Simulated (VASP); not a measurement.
Set up this calculation in VASP 6.6.1, as the native input.

* Task: single point
* Functional: PBEsol
* Potentials or basis: VASP PAW PBE potentials, release 64 (Ba_sv, O)
* Cutoff: 600 eV
* k mesh: 5 × 5 × 5
* Occupations: gaussian, width 0.01 eV
* Spin: no spin polarisation
* Dipole correction: no
* Further INCAR settings: ALGO = Normal; EDIFF = 1e-06; NBANDS = 15

The structure of BaO lies in POSCAR:

```
BaO
1.0
    0.0000000000      2.7500000000      2.7500000000
    2.7500000000      0.0000000000      2.7500000000
    2.7500000000      2.7500000000      0.0000000000
Ba O
1 1
Direct
    0.0000000000      0.0000000000      0.0000000000
    0.5000000000      0.5000000000      0.5000000000
```

One way to write it, as run:

INCAR

```
PREC = Accurate
ENCUT = 600
EDIFF = 1E-6
ISMEAR = 0
SIGMA = 0.01
LREAL = F
LASPH = T
NELM = 120
ALGO = Normal
ISIF = 2
LWAVE = F
LCHARG = T
GGA = PS
LELF = T
LVHAR = T
NBANDS = 15
GGA_COMPAT = F
```

KPOINTS

```
regular mesh
0
Gamma
  5 5 5
```

Potentials or basis: VASP PAW PBE potentials, release 64 (Ba_sv, O).

The run is started by

```sh
$ cat potpaw_PBE.64/Ba_sv/POTCAR potpaw_PBE.64/O/POTCAR > POTCAR
$ mpirun -np 1 vasp_std > vasp.out
```

It gave:

| Quantity | Value |
| --- | --- |
| Pressure | 1.4 GPa |
| Band gap on the k mesh | 2.07 eV, indirect (least direct gap 2.21 eV) |

Caveat: the PAW data sets were made with another functional, which shifts forces and pressure a little; spin-orbit coupling is left out, which moves the levels of the heavy elements.

Run time: 4 s on 1 thread of Intel(R) Xeon(R) 6975P-C (Granite Rapids), with other jobs on the host, peak memory 0.17 GiB.
